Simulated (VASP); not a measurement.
# C7N (Fm-3m) in VASP: notebook

Runs on C7N. Level: PBE. Tasks: single point, relaxation of cell and atoms.

Everything below comes from runs of VASP 6.6.1. Logs are shortened: lines on timing, memory, paths and dates and some standing lists are left out, and cuts for length are marked.

**1. The cell of the first run**

It takes space group Fm-3m (No. 225, cubic). The conventional cell has a = 6.205 Å, b = 6.205 Å, c = 6.205 Å, α = 90.00°, β = 90.00°, γ = 90.00°. Within 2.9 Å of C (site symmetry mmm) lie 10 C at 2.19 Å and 2 N at 2.19 Å. C (site symmetry m-3m) has 12 C at 2.19 Å within 2.9 Å. N (site symmetry m-3m) has 12 C at 2.19 Å within 2.9 Å.

**2. Single point, PBE**

INCAR

```
PREC     = Accurate       # precision mode
ENCUT    = 520            # plane-wave cutoff, eV
EDIFF    = 1E-6           # SCF threshold, eV
ISMEAR   = 0              # smearing method
SIGMA    = 0.1            # smearing width, eV
LREAL    = False          # projectors in reciprocal space
LASPH    = True           # aspherical terms in the spheres
NELM     = 100            # most SCF steps
ALGO     = Normal         # electronic algorithm
ISIF     = 2              # what is computed and relaxed
LWAVE    = False          # write WAVECAR
LCHARG   = True           # write CHGCAR
GGA      = PE             # functional
LELF     = True           # ELF
LVHAR    = True         
NBANDS   = 26             # bands
```

KPOINTS

```
regular mesh
0
Gamma
  4 4 4
```

POSCAR

```
C7N
1.0
    0.0000000000      3.1024777056      3.1024777056
    3.1024777056      0.0000000000      3.1024777056
    3.1024777056      3.1024777056      0.0000000000
C N
7 1
Direct
    0.5000000000      0.0000000000      0.0000000000
    0.0000000000      0.5000000000      0.5000000000
    0.0000000000      0.5000000000      0.0000000000
    0.5000000000      0.0000000000      0.5000000000
    0.0000000000      0.0000000000      0.5000000000
    0.5000000000      0.5000000000      0.0000000000
    0.5000000000      0.5000000000      0.5000000000
    0.0000000000      0.0000000000      0.0000000000
```

Potentials or basis: VASP PAW PBE potentials, release 64 (C, N).

On the command line:

```bash
$ cat potpaw_PBE.64/C/POTCAR potpaw_PBE.64/N/POTCAR > POTCAR
$ mpirun -np 1 vasp_std > vasp.out
```

OUTCAR:

```text
PREC = Accurate
   ENCUT = 520
   EDIFF = 1E-6
   ISMEAR = 0
   LREAL = False
   LASPH = True
   NELM = 100
   ISIF = 2
   GGA = PE

 ion  position               nearest neighbor table
   1  0.500  0.000  0.000-
   2  0.000  0.500  0.500-
   3  0.000  0.500  0.000-
   4  0.500  0.000  0.500-
   5  0.000  0.000  0.500-
   6  0.500  0.500  0.000-
   7  0.500  0.500  0.500-
   8  0.000  0.000  0.000-

  LATTYP: Found a face centered cubic cell.
 ALAT       =     6.2049554112

  Lattice vectors:

 A1 = (   0.0000000000,   3.1024777056,   3.1024777056)
 A2 = (   3.1024777056,   0.0000000000,   3.1024777056)
 A3 = (   3.1024777056,   3.1024777056,   0.0000000000)

Analysis of symmetry for initial positions (statically):
=====================================================================
 Subroutine PRICEL returns:
 Original cell was already a primitive cell.

 Routine SETGRP: Setting up the symmetry group for a
 face centered cubic supercell.

 Subroutine GETGRP returns: Found 48 space group operations
 (whereof 48 operations were pure point group operations)
 out of a pool of 48 trial point group operations.

The static configuration has the point symmetry O_h .

Analysis of symmetry for dynamics (positions and initial velocities):
=====================================================================
 Subroutine PRICEL returns:
 Original cell was already a primitive cell.

 Routine SETGRP: Setting up the symmetry group for a
 face centered cubic supercell.

 Subroutine GETGRP returns: Found 48 space group operations
 (whereof 48 operations were pure point group operations)
 out of a pool of 48 trial point group operations.

The dynamic configuration has the point symmetry O_h .

 Subroutine INISYM returns: Found 48 space group operations
 (whereof 48 operations are pure point group operations),
 and found     1 'primitive' translations

----------------------------------------------------------------------------------------

                                     Primitive cell

  volume of cell :      59.7250

  direct lattice vectors                    reciprocal lattice vectors
     0.000000000  3.102477706  3.102477706    -0.161161513  0.161161513  0.161161513
     3.102477706  0.000000000  3.102477706     0.161161513 -0.161161513  0.161161513
     3.102477706  3.102477706  0.000000000     0.161161513  0.161161513 -0.161161513

  length of vectors
     4.387566048  4.387566048  4.387566048     0.279139928  0.279139928  0.279139928

  position of ions in fractional coordinates (direct lattice)
     0.500000000  0.000000000  0.000000000
     0.000000000  0.500000000  0.500000000
     0.000000000  0.500000000  0.000000000
     0.500000000  0.000000000  0.500000000
     0.000000000  0.000000000  0.500000000
     0.500000000  0.500000000  0.000000000
     0.500000000  0.500000000  0.500000000
     0.000000000  0.000000000  0.000000000

  ion indices of the primitive-cell ions
   primitive index   ion index
                 1           1
                 2           2
                 3           3
                 4           4
                 5           5
                 6           6
                 7           7
                 8           8

----------------------------------------------------------------------------------------

 KPOINTS: regular mesh

Automatic generation of k-mesh.
 Grid dimensions read from file:
 generate k-points for:    4    4    4

 Generating k-lattice:

  Cartesian coordinates                     Fractional coordinates (reciprocal lattice)
    -0.040290378  0.040290378  0.040290378     0.250000000  0.000000000  0.000000000
     0.040290378 -0.040290378  0.040290378     0.000000000  0.250000000  0.000000000
     0.040290378  0.040290378 -0.040290378     0.000000000  0.000000000  0.250000000

  Length of vectors
     0.069784982  0.069784982  0.069784982

  Shift w.r.t. Gamma in fractional coordinates (k-lattice)
     0.000000000  0.000000000  0.000000000

 Subroutine IBZKPT returns following result:
 ===========================================

 Found      8 irreducible k-points:

 Following reciprocal coordinates:
            Coordinates               Weight
  0.000000  0.000000  0.000000      1.000000
  0.250000  0.000000  0.000000      8.000000
  0.500000  0.000000  0.000000      4.000000
  0.250000  0.250000  0.000000      6.000000
  0.500000  0.250000  0.000000     24.000000
 -0.250000  0.250000  0.000000     12.000000
  0.500000  0.500000  0.000000      3.000000
 -0.250000  0.500000  0.250000      6.000000
   k-points           NKPTS =      8   k-points in BZ     NKDIM =      8   number of bands    NBANDS=     26
   number of dos      NEDOS =    301   number of ions     NIONS =      8
   total plane-waves  NPLWV =  46656
   dimension x,y,z NGX =    36 NGY =   36 NGZ =   36
   dimension x,y,z NGXF=    72 NGYF=   72 NGZF=   72
   ions per type =               7   1
   NGX,Y,Z   is equivalent  to a cutoff of  13.64, 13.64, 13.64 a.u.
   NGXF,Y,Z  is equivalent  to a cutoff of  27.28, 27.28, 27.28 a.u.
 SYSTEM =  unknown system
   PREC   = accura    normal or accurate (medium, high low for compatibility)
   ISTART =      0    job   : 0-new  1-cont  2-samecut
   ICHARG =      2    charge: 1-file 2-atom 10-const
   ISPIN  =      1    spin polarized calculation?
   LNONCOLLINEAR =      F non collinear calculations
   LSORBIT =      F    spin-orbit coupling
   LASPH  =      T    aspherical Exc in radial PAW
   ENCUT  =  520.0 eV  38.22 Ry    6.18 a.u.   8.16  8.16  8.16*2*pi/ulx,y,z
   NELM   =    100;   NELMIN=  2; NELMDL= -5     # of ELM steps
   EDIFF  = 0.1E-05   stopping-criterion for ELM
   LREAL  =      F    real-space projection
   EDIFFG = 0.1E-04   stopping-criterion for IOM
   NSW    =      0    number of steps for IOM
   IBRION =     -1    ionic relax: 0-MD 1-quasi-New 2-CG
   NFREE  =      0    steps in history (QN), initial steepest desc. (CG)
   ISIF   =      2    stress and relaxation
   ISYM   =      2    0-nonsym 1-usesym 2-fastsym
   POTIM  = 0.5000    time-step for ionic-motion
   TEBEG  =    0.0;   TEEND  =   0.0 temperature during run
   PSTRESS=    0.0 pullay stress
   NELECT =      33.0000    total number of electrons
   NUPDOWN=      -1.0000    fix difference up-down
   EMIN   =  10.00;   EMAX   =-10.00  energy-range for DOS
   EFERMI =   0.00;   METHOD = LEGACY
   ISMEAR =     0;   SIGMA  =   0.10  broadening in eV -4-tet -1-fermi 0-gaus
   EFERMI_NEDOS =   21; number of points for ismear=-14 and -15
   IALGO  =     38    algorithm
   IMIX   =      4    mixing-type and parameters
     AMIX     =   0.40;   BMIX     =  1.00
     AMIX_MAG =   1.60;   BMIX_MAG =  1.00
  volume/ion in A,a.u.               =       7.47        50.38
  Fermi-wavevector in a.u.,A,eV,Ry     =   1.343365  2.538592 24.553488  1.804630
  Thomas-Fermi vector in A             =   2.471445
   LORBIT       =      0    0 simple, 1 ext, 2 COOP (PROOUT), +10 PAW based schemes
   GGA     = PE    functional components
   LHFCALC =     F    Hartree Fock is set to
   AEXX    =    0.0000 exact exchange contribution
   IVDW    =     0    specifies the selected vdW correction
   LEPSILON=     F    determine dielectric tensor
   LRPA    =     F    only Hartree local field effects (RPA)
 non-spin polarized calculation
 Gauss-broadening in eV      SIGMA  =   0.10
  energy-cutoff  :      520.00
  volume of cell :       59.72
 maximum number of plane-waves:      1639
 NGX is ok and might be reduce to    36
   NGX = 17   NGY = 17   NGZ = 17

 number of electron      33.0000000 magnetization

 Free energy of the ion-electron system (eV)
  ---------------------------------------------------
  ext. energy  EPLUGINS =         0.00000000
  ---------------------------------------------------
  free energy    TOTEN  =       -36.52158034 eV

  energy without entropy =      -36.49984180  energy(sigma->0) =      -36.51071107

 E-fermi :   7.0681     XC(G=0): -12.5916

 val. band max:        7.0604481297   @ k =   0.5000   0.2500   0.0000
 cond. band min:       7.2698377952   @ k =  -0.2500   0.2500   0.0000
 fundamental gap:      0.2093896655
 Fermi energy:         7.0681288250

 k-point     1 :       0.0000    0.0000    0.0000
  band No.  band energies     occupation
      1     -11.7377      2.00000
      2      -5.2832      2.00000
      3      -2.1622      2.00000
      4      -2.1622      2.00000
      5      -2.1622      2.00000
      6      -1.3025      2.00000
[... 18 lines left out ...]
     25      13.2636      0.00000
     26      13.2811      0.00000

 k-point     2 :       0.2500    0.0000    0.0000
  band No.  band energies     occupation
      1     -11.1617      2.00000
      2      -6.6444      2.00000
      3      -4.4233      2.00000
      4      -2.7644      2.00000
      5      -2.7644      2.00000
      6      -1.7854      2.00000
[... 18 lines left out ...]
     25      11.9800      0.00000
     26      11.9803      0.00000

 k-point     3 :       0.5000    0.0000    0.0000
  band No.  band energies     occupation
      1      -9.8723      2.00000
      2      -8.8165      2.00000
      3      -4.8096      2.00000
      4      -2.6033      2.00000
      5      -2.6033      2.00000
      6      -2.5551      2.00000
[... 18 lines left out ...]
     25      11.0496      0.00000
     26      11.1016      0.00000

 k-point     4 :       0.2500    0.2500    0.0000
  band No.  band energies     occupation
      1     -10.9714      2.00000
      2      -6.2922      2.00000
      3      -4.0857      2.00000
      4      -4.0803      2.00000
      5      -4.0803      2.00000
      6      -4.0734      2.00000
[... 18 lines left out ...]
     25      11.2431      0.00000
     26      12.3776      0.00000

 k-point     5 :       0.5000    0.2500    0.0000
  band No.  band energies     occupation
      1      -9.7649      2.00000
      2      -7.9103      2.00000
      3      -6.3027      2.00000
      4      -4.8975      2.00000
      5      -4.2784      2.00000
      6      -1.8622      2.00000
[... 18 lines left out ...]
     25      10.5096      0.00000
     26      10.9193      0.00000

 k-point     6 :      -0.2500    0.2500    0.0000
  band No.  band energies     occupation
      1     -10.2483      2.00000
      2      -7.4208      2.00000
      3      -6.4239      2.00000
      4      -4.1910      2.00000
      5      -3.3350      2.00000
      6      -1.7844      2.00000
[... 18 lines left out ...]
     25      11.0148      0.00000
     26      11.3544      0.00000

 k-point     7 :       0.5000    0.5000    0.0000
  band No.  band energies     occupation
      1      -9.2695      2.00000
      2      -8.0217      2.00000
      3      -6.1131      2.00000
      4      -4.8560      2.00000
      5      -4.8560      2.00000
      6      -4.8526      2.00000
[... 18 lines left out ...]
     25      10.9385      0.00000
     26      11.0449      0.00000

 k-point     8 :      -0.2500    0.5000    0.2500
  band No.  band energies     occupation
      1      -9.0634      2.00000
      2      -7.2207      2.00000
      3      -7.2207      2.00000
      4      -7.2114      2.00000
      5      -2.6096      2.00000
      6      -1.1502      2.00000
[... 18 lines left out ...]
     25       9.9662      0.00000
     26      10.0802      0.00000

------------------------ aborting loop because EDIFF is reached ----------------------------------------

  FORCE on cell =-STRESS in cart. coord.  units (eV):
  Direction    XX          YY          ZZ          XY          YZ          ZX
  --------------------------------------------------------------------------------------
  -------------------------------------------------------------------------------------
  Total        0.0060427      0.0060427      0.0060427     -0.0000000      0.0000000      0.0000000
  in kB        0.1620996      0.1620996      0.1620996     -0.0000000      0.0000000      0.0000000
  external PRESSURE =       0.1620996 kB  Pullay stress =       0.0000000 kB

 VOLUME and BASIS-vectors are now :
 -----------------------------------------------------------------------------
  energy-cutoff  :      520.00
  volume of cell :       59.72
      direct lattice vectors                 reciprocal lattice vectors
     0.000000000  3.102477706  3.102477706    -0.161161513  0.161161513  0.161161513
     3.102477706  0.000000000  3.102477706     0.161161513 -0.161161513  0.161161513
     3.102477706  3.102477706  0.000000000     0.161161513  0.161161513 -0.161161513

 POSITION                                       TOTAL-FORCE (eV/Angst)
 -----------------------------------------------------------------------------------
      0.00000      1.55124      1.55124         0.000000     -0.000000     -0.000000
      3.10248      1.55124      1.55124         0.000000     -0.000000     -0.000000
      1.55124      0.00000      1.55124        -0.000000      0.000000     -0.000000
      1.55124      3.10248      1.55124        -0.000000     -0.000000     -0.000000
      1.55124      1.55124      0.00000        -0.000000     -0.000000      0.000000
      1.55124      1.55124      3.10248        -0.000000      0.000000     -0.000000
      3.10248      3.10248      3.10248         0.000000      0.000000     -0.000000
      0.00000      0.00000      0.00000        -0.000000     -0.000000     -0.000000
 -----------------------------------------------------------------------------------
    total drift:                                0.000000      0.000000      0.000000

  FREE ENERGIE OF THE ION-ELECTRON SYSTEM (eV)
  ---------------------------------------------------
  free  energy   TOTEN  =       -36.5215803392 eV

  energy  without entropy=      -36.4998417955  energy(sigma->0) =      -36.51071107
```

Run time: 7.7 s. Hardware: 1 thread of Intel Xeon 6975P-C (Granite Rapids), shared host; peak memory 0.19 GiB.

Results:

* Free energy: -36.5216 eV
* Pressure: 0.0 GPa

Levels at points of the mesh, in eV from the Fermi level:
```csv
k point,band 12,band 13,band 14,band 15,band 16,band 17,band 18,band 19,band 20,band 21
"(0.00, 0.00, 0.00)",-6.56,-6.56,-5.43,-5.43,1.42,1.42,1.42,2.34,2.34,2.34
"(0.50, 0.00, 0.00)",-3.89,-3.64,-3.64,-0.19,0.65,1.32,1.32,1.52,1.52,1.56
"(0.50, 0.50, 0.00)",-3.25,-1.72,-1.21,-0.69,-0.69,-0.38,-0.29,-0.28,-0.26,-0.21
```

Caveat: the k points lie up to 0.44 Å⁻¹ apart.

[end of part 1 of 2]
